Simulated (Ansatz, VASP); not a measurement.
**One calculation of Si24H13O4, two programs**

```
CELL_PARAMETERS angstrom
7.66719 0.00000 0.00000
0.00000 7.66719 0.00000
0.00000 0.00000 27.62794
ATOMIC_POSITIONS crystal
Si 0.50000 0.25000 0.31965
Si 0.50000 0.75000 0.31965
Si 0.00000 0.25000 0.31965
Si 0.00000 0.75000 0.31965
Si 0.50000 0.50000 0.36871
Si 0.50000 0.00000 0.36871
Si 0.00000 0.50000 0.36871
Si 0.00000 0.00000 0.36871
Si 0.75000 0.50000 0.41777
Si 0.75000 0.00000 0.41777
Si 0.25000 0.50000 0.41777
Si 0.25000 0.00000 0.41777
Si 0.74179 0.74893 0.46507
Si 0.75750 0.24954 0.46442
Si 0.24567 0.75045 0.46761
Si 0.25384 0.25012 0.46869
Si 0.98987 0.75224 0.51420
Si 0.99578 0.24304 0.51722
Si 0.49856 0.75375 0.51648
Si 0.51423 0.24718 0.51503
Si 0.90734 0.99273 0.56009
Si 0.91531 0.50464 0.55777
Si 0.59218 0.00041 0.55971
Si 0.58541 0.50589 0.55876
H 0.41080 0.24804 0.27178
H 0.31140 0.74946 0.30567
H 0.90900 0.25117 0.27203
H 0.81067 0.75085 0.30641
H 0.68892 0.25051 0.30615
H 0.59063 0.75130 0.27196
H 0.18847 0.24955 0.30570
H 0.08831 0.74821 0.27165
H 0.00434 0.09035 0.63245
H 0.98873 0.59192 0.63317
H 0.52408 0.92927 0.63734
H 0.49260 0.36679 0.62521
H 0.74455 0.66395 0.57214
O 0.98405 0.97814 0.61707
O 0.98773 0.48391 0.61469
O 0.51343 0.02983 0.61615
O 0.51833 0.48691 0.61616
```

Alike in both runs: task single point; functional PBE; dispersion D3(BJ); k mesh 2 × 2 × 1; occupations gaussian, width 0.05 eV; no spin polarisation.

|  | VASP | Ansatz |
| --- | --- | --- |
| version | VASP 6.6.1 | Ansatz 0.2.0 |
| potentials or method | VASP PAW PBE potentials, release 64 (Si, H, O), cutoff 520 eV | scalar-relativistic, plane waves, PAW |
| valence electrons in the cell | 133 | 133 |

Ansatz gave:

- gap on the k mesh at the Fermi level (eV): none
- rms of the force components (eV/Å): 0.158
- work function, face that differs most (eV): 4.02

Q: Which values does VASP return?

A: gap on the k mesh at the Fermi level (eV): none; rms of the force components (eV/Å): 0.160; work function, face that differs most (eV): 4.06.

A gap of «none» marks a metal or a gap that the smearing closes.

The k mesh is coarse, so the values compare programs but aren't converged.
